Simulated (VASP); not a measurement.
# TiC3 (R-3m) in VASP: density of states with PBE

Aim: the density of states of TiC3 with PBE.

Everything below comes from runs of VASP 6.6.1. Logs are shortened: lines on timing, memory, paths and dates and some standing lists are left out, and cuts for length are marked.

### 1 The cell of the first run

It takes space group R-3m (No. 166, trigonal). The conventional cell has a = 3.184 Å, b = 3.184 Å, c = 14.900 Å, α = 90.00°, β = 90.00°, γ = 120.00°. Within 2.9 Å of Ti (site symmetry -3m) lie 6 C at 2.18 Å. Within 1.7 Å of C (site symmetry -3m) lie 2 C at 1.31 Å. C (site symmetry 3m) has 1 C at 1.31 Å within 1.7 Å.

### 2 Density of states, PBE

POSCAR reads:

```
TiC3
1.0
    1.5921110971      0.9192057705      4.9666105046
   -1.5921110971      0.9192057705      4.9666105046
    0.0000000000     -1.8384115410      4.9666105046
Ti C
1 3
Direct
    0.0000000000      0.0000000000      0.0000000000
    0.5000000000      0.5000000000      0.5000000000
    0.5876137797      0.5876137797      0.5876137797
    0.4123862203      0.4123862203      0.4123862203
```

INCAR.step1 reads:

```
ALGO = Normal ; EDIFF = 1E-6
ENCUT = 520 ; GGA = PE
ISIF = 2 ; ISMEAR = 0
LASPH = T ; LCHARG = T
LMAXMIX = 4 ; LREAL = F
LWAVE = F ; NBANDS = 20
NELM = 80 ; PREC = Accurate
SIGMA = 0.1
```

KPOINTS.step1 reads:

```
k-points
0
Gamma
  12 12 12
```

INCAR.step2 reads:

```
ALGO = Normal ; EDIFF = 1E-6
ENCUT = 520 ; GGA = PE
ICHARG = 11 ; ISIF = 2
ISMEAR = -5 ; LASPH = T
LCHARG = F ; LMAXMIX = 4
LORBIT = 11 ; LREAL = F
LWAVE = F ; NEDOS = 1001
NELM = 80 ; PREC = Accurate
SIGMA = 0.1
```

KPOINTS.step2 reads:

```
k-points
0
Gamma
  18 18 18
```

Potentials or basis: VASP PAW PBE potentials, release 64 (Ti_sv, C).

The run is started by

```console
> cat potpaw_PBE.64/Ti_sv/POTCAR potpaw_PBE.64/C/POTCAR > POTCAR
> cp INCAR.step1 INCAR
> cp KPOINTS.step1 KPOINTS
> mpirun -np 1 vasp_std > vasp.out
> cp INCAR.step2 INCAR
> cp KPOINTS.step2 KPOINTS
> mpirun -np 1 vasp_std > vasp.out
```

OUTCAR:

```text
EDIFF = 1E-6
   ENCUT = 520
   GGA = PE
   ICHARG = 11
   ISIF = 2
   ISMEAR = -5
   LASPH = T
   LORBIT = 11
   LREAL = F
   NELM = 80
   PREC = Accurate

 ion  position               nearest neighbor table
   1  0.000  0.000  0.000-   3 2.18   3 2.18   4 2.18   4 2.18   3 2.18   4 2.18
   2  0.500  0.500  0.500-   3 1.31   4 1.31
   3  0.588  0.588  0.588-   2 1.31   1 2.18   1 2.18   1 2.18
   4  0.412  0.412  0.412-   2 1.31   1 2.18   1 2.18   1 2.18

  LATTYP: Found a trigonal (rhomboedric) cell.
 ALAT       =     5.2959396615
 COS(alpha) =     0.8192448509

  Lattice vectors:

 A1 = (   1.5921110971,   0.9192057705,   4.9666105046)
 A2 = (  -1.5921110971,   0.9192057705,   4.9666105046)
 A3 = (   0.0000000000,  -1.8384115410,   4.9666105046)

Analysis of symmetry for initial positions (statically):
=====================================================================
 Subroutine PRICEL returns:
 Original cell was already a primitive cell.

 Routine SETGRP: Setting up the symmetry group for a
 trigonal (rhombohedral) supercell.

 Subroutine GETGRP returns: Found 12 space group operations
 (whereof 12 operations were pure point group operations)
 out of a pool of 12 trial point group operations.

The static configuration has the point symmetry D_3d.

Analysis of symmetry for dynamics (positions and initial velocities):
=====================================================================
 Subroutine PRICEL returns:
 Original cell was already a primitive cell.

 Routine SETGRP: Setting up the symmetry group for a
 trigonal (rhombohedral) supercell.

 Subroutine GETGRP returns: Found 12 space group operations
 (whereof 12 operations were pure point group operations)
 out of a pool of 12 trial point group operations.

The dynamic configuration has the point symmetry D_3d.

 Subroutine INISYM returns: Found 12 space group operations
 (whereof 12 operations are pure point group operations),
 and found     1 'primitive' translations

----------------------------------------------------------------------------------------

                                     Primitive cell

  volume of cell :      43.6111

  direct lattice vectors                    reciprocal lattice vectors
     1.592111097  0.919205770  4.966610505     0.314048436  0.181315949  0.067114853
    -1.592111097  0.919205770  4.966610505    -0.314048436  0.181315949  0.067114853
     0.000000000 -1.838411541  4.966610505     0.000000000 -0.362631898  0.067114853

  length of vectors
     5.295939662  5.295939662  5.295939662     0.368790316  0.368790316  0.368790316

  position of ions in fractional coordinates (direct lattice)
     0.000000000  0.000000000  0.000000000
     0.500000000  0.500000000  0.500000000
     0.587613780  0.587613780  0.587613780
     0.412386220  0.412386220  0.412386220

  ion indices of the primitive-cell ions
   primitive index   ion index
                 1           1
                 2           2
                 3           3
                 4           4

----------------------------------------------------------------------------------------

 KPOINTS: k-points

Automatic generation of k-mesh.
 Grid dimensions read from file:
 generate k-points for:   18   18   18

 Generating k-lattice:

  Cartesian coordinates                     Fractional coordinates (reciprocal lattice)
     0.017447135  0.010073108  0.003728603     0.055555556  0.000000000  0.000000000
    -0.017447135  0.010073108  0.003728603     0.000000000  0.055555556  0.000000000
     0.000000000 -0.020146217  0.003728603     0.000000000  0.000000000  0.055555556

  Length of vectors
     0.020488351  0.020488351  0.020488351

  Shift w.r.t. Gamma in fractional coordinates (k-lattice)
     0.000000000  0.000000000  0.000000000

 TETIRR: Found   2916 inequivalent tetrahedra from    34992

 Subroutine IBZKPT returns following result:
 ===========================================

 Found    580 irreducible k-points:

 Following reciprocal coordinates:
            Coordinates               Weight
  0.000000  0.000000  0.000000      1.000000
  0.055556 -0.000000  0.000000      6.000000
  0.111111 -0.000000  0.000000      6.000000
  0.166667  0.000000  0.000000      6.000000
  0.222222 -0.000000  0.000000      6.000000
  0.277778 -0.000000  0.000000      6.000000
[... 16 lines left out ...]
 -0.277778  0.055556 -0.000000     12.000000
 -0.222222  0.055556 -0.000000     12.000000
 [... further k-points ...]
   k-points           NKPTS =    580   k-points in BZ     NKDIM =    580   number of bands    NBANDS=     16
   number of dos      NEDOS =   1001   number of ions     NIONS =      4
   total plane-waves  NPLWV =  64000
   dimension x,y,z NGX =    40 NGY =   40 NGZ =   40
   dimension x,y,z NGXF=    80 NGYF=   80 NGZF=   80
   ions per type =               1   3
   NGX,Y,Z   is equivalent  to a cutoff of  12.56, 12.56, 12.56 a.u.
   NGXF,Y,Z  is equivalent  to a cutoff of  25.11, 25.11, 25.11 a.u.
 SYSTEM =  unknown system
   PREC   = accura    normal or accurate (medium, high low for compatibility)
   ISTART =      0    job   : 0-new  1-cont  2-samecut
   ICHARG =     11    charge: 1-file 2-atom 10-const
   ISPIN  =      1    spin polarized calculation?
   LNONCOLLINEAR =      F non collinear calculations
   LSORBIT =      F    spin-orbit coupling
   LASPH  =      T    aspherical Exc in radial PAW
   ENCUT  =  520.0 eV  38.22 Ry    6.18 a.u.   9.85  9.85  9.85*2*pi/ulx,y,z
   NELM   =     80;   NELMIN=  2; NELMDL=  0     # of ELM steps
   EDIFF  = 0.1E-05   stopping-criterion for ELM
   LREAL  =      F    real-space projection
   EDIFFG = 0.1E-04   stopping-criterion for IOM
   NSW    =      0    number of steps for IOM
   IBRION =     -1    ionic relax: 0-MD 1-quasi-New 2-CG
   NFREE  =      0    steps in history (QN), initial steepest desc. (CG)
   ISIF   =      2    stress and relaxation
   ISYM   =      2    0-nonsym 1-usesym 2-fastsym
   POTIM  = 0.5000    time-step for ionic-motion
   TEBEG  =    0.0;   TEEND  =   0.0 temperature during run
   PSTRESS=    0.0 pullay stress
   NELECT =      24.0000    total number of electrons
   NUPDOWN=      -1.0000    fix difference up-down
   EMIN   =  10.00;   EMAX   =-10.00  energy-range for DOS
   EFERMI =   0.00;   METHOD = LEGACY
   ISMEAR =    -5;   SIGMA  =   0.10  broadening in eV -4-tet -1-fermi 0-gaus
   EFERMI_NEDOS =   21; number of points for ismear=-14 and -15
   IALGO  =     38    algorithm
   IMIX   =      4    mixing-type and parameters
     AMIX     =   0.40;   BMIX     =  1.00
     AMIX_MAG =   1.60;   BMIX_MAG =  1.00
  volume/ion in A,a.u.               =      10.90        73.58
  Fermi-wavevector in a.u.,A,eV,Ry     =   1.341568  2.535196 24.487837  1.799805
  Thomas-Fermi vector in A             =   2.469791
   LORBIT       =     11    0 simple, 1 ext, 2 COOP (PROOUT), +10 PAW based schemes
   GGA     = PE    functional components
   LHFCALC =     F    Hartree Fock is set to
   AEXX    =    0.0000 exact exchange contribution
   IVDW    =     0    specifies the selected vdW correction
   LEPSILON=     F    determine dielectric tensor
   LRPA    =     F    only Hartree local field effects (RPA)
 non-spin polarized calculation
 Fermi weights with tetrahedron method with Bloechl corrections
  energy-cutoff  :      520.00
  volume of cell :       43.61
 maximum number of plane-waves:      1190

 number of electron      24.0000001 magnetization

 Free energy of the ion-electron system (eV)
  ---------------------------------------------------
  ext. energy  EPLUGINS =         0.00000000
  ---------------------------------------------------
  free energy    TOTEN  =       -34.53512679 eV

  energy without entropy =      -34.53512679  energy(sigma->0) =      -34.53512679

 E-fermi :   5.7583     XC(G=0): -10.9723

 val. band max:        5.8087311328   @ k =   0.5000   0.4444   0.3889
 cond. band min:       5.7074641655   @ k =  -0.3889   0.2778   0.2778
 fundamental gap:     -0.1012669673
 Fermi energy:         5.7583320425

 k-point     1 :       0.0000    0.0000    0.0000
  band No.  band energies     occupation
      1     -51.7650      2.00000
      2     -28.0451      2.00000
      3     -27.8577      2.00000
      4     -27.8577      2.00000
      5     -10.2046      2.00000
      6      -6.6022      2.00000
[... 8 lines left out ...]
     15       6.7847      0.00000
     16      11.1387      0.00000

 k-point     2 :       0.0556   -0.0000    0.0000
  band No.  band energies     occupation
      1     -51.7641      2.00000
      2     -28.0438      2.00000
      3     -27.8653      2.00000
      4     -27.8594      2.00000
      5     -10.1771      2.00000
      6      -6.5967      2.00000
[... 8 lines left out ...]
     15       6.8179      0.00000
     16      10.9964      0.00000

 k-point     3 :       0.1111   -0.0000    0.0000
  band No.  band energies     occupation
      1     -51.7616      2.00000
      2     -28.0400      2.00000
      3     -27.8874      2.00000
      4     -27.8644      2.00000
      5     -10.0970      2.00000
      6      -6.5807      2.00000
[... 8 lines left out ...]
     15       6.9079      0.00000
     16      10.6083      0.00000

 k-point     4 :       0.1667    0.0000    0.0000
  band No.  band energies     occupation
      1     -51.7577      2.00000
      2     -28.0342      2.00000
      3     -27.9209      2.00000
      4     -27.8720      2.00000
      5      -9.9706      2.00000
      6      -6.5553      2.00000
[... 8 lines left out ...]
     15       7.0320      0.00000
     16      10.1239      0.00000
[... 324 lines left out ...]
 k-point    22 :      -0.3333    0.0556   -0.0000
  band No.  band energies     occupation
      1     -51.7409      2.00000
      2     -28.0625      2.00000
      3     -28.0082      2.00000
      4     -27.9087      2.00000
      5      -9.3626      2.00000
      6      -6.4129      2.00000
[... 8 lines left out ...]
     15       7.5307      0.00000
     16       8.4427      0.00000

 k-point    23 :      -0.2778    0.0556   -0.0000
  band No.  band energies     occupation
      1     -51.7452      2.00000
      2     -28.0273      2.00000
      3     -28.0142      2.00000
      4     -27.8996      2.00000
      5      -9.5316      2.00000
      6      -6.4423      2.00000
[... 8 lines left out ...]
     15       7.4520      0.00000
     16       8.9364      0.00000

 k-point    24 :      -0.2222    0.0556   -0.0000
  band No.  band energies     occupation
      1     -51.7501      2.00000
      2     -28.0227      2.00000
      3     -27.9851      2.00000
      4     -27.8892      2.00000
      5      -9.7122      2.00000
      6      -6.4779      2.00000
[... 8 lines left out ...]
     15       7.3356      0.00000
     16       9.4683      0.00000

 [... further k-points ...]
[... 5 lines left out ...]
  --------------------------------------------------------------------------------------
  -------------------------------------------------------------------------------------
  Total        0.0155627      0.0155627      0.0675150      0.0000000      0.0000000      0.0000000
  in kB        0.5717400      0.5717400      2.4803541      0.0000000      0.0000000      0.0000000
  external PRESSURE =       1.2079447 kB  Pullay stress =       0.0000000 kB

 VOLUME and BASIS-vectors are now :
 -----------------------------------------------------------------------------
  energy-cutoff  :      520.00
  volume of cell :       43.61
      direct lattice vectors                 reciprocal lattice vectors
     1.592111097  0.919205770  4.966610505     0.314048436  0.181315949  0.067114853
    -1.592111097  0.919205770  4.966610505    -0.314048436  0.181315949  0.067114853
     0.000000000 -1.838411541  4.966610505     0.000000000 -0.362631898  0.067114853

 POSITION                                       TOTAL-FORCE (eV/Angst)
 -----------------------------------------------------------------------------------
      0.00000      0.00000      0.00000         0.000000     -0.000000      0.000000
      0.00000      0.00000      7.44992        -0.000000      0.000000      0.000000
      0.00000      0.00000      8.75535         0.000000     -0.000000      0.026037
      0.00000      0.00000      6.14449         0.000000      0.000000     -0.026037
 -----------------------------------------------------------------------------------
    total drift:                               -0.000000      0.000000     -0.000000

  FREE ENERGIE OF THE ION-ELECTRON SYSTEM (eV)
  ---------------------------------------------------
  free  energy   TOTEN  =       -34.5351267950 eV

  energy  without entropy=      -34.5351267950  energy(sigma->0) =      -34.53512679

 total charge

# of ion       s       p       d       tot
------------------------------------------
    1        2.193   6.213   1.808  10.214
    2        0.935   1.687   0.000   2.622
    3        0.888   1.669   0.000   2.557
    4        0.888   1.669   0.000   2.557
--------------------------------------------------
tot          4.905  11.237   1.808  17.950
```

It took 11 min on 1 thread of Intel Xeon Platinum 8488C (Sapphire Rapids), shared host; peak memory 0.55 GiB.

Results:

```yaml
Valence_electrons_inside_the_program's_atomic_spheres: Ti 10.21; C 2.62, 2.56
```

Levels at points of the mesh, in eV from the Fermi level:
```
           k point  band 9  band 10  band 11  band 12  band 13  band 14  band 15  band 16
(0.00, 0.00, 0.00)   -2.53    -2.53    -2.35    -2.35     0.69     1.03     1.03     5.38
(0.50, 0.00, 0.00)   -5.14    -3.99    -1.68    -0.52     0.05     1.43     1.87     2.08
(0.50, 0.50, 0.00)   -4.23    -3.80    -3.38    -1.99     0.19     2.09     2.54     4.36
(0.50, 0.50, 0.50)   -3.72    -3.72     0.63     0.63     0.97     1.37     1.37     1.43
```

Caveat: tetrahedron occupations give inexact forces and stress in metals.
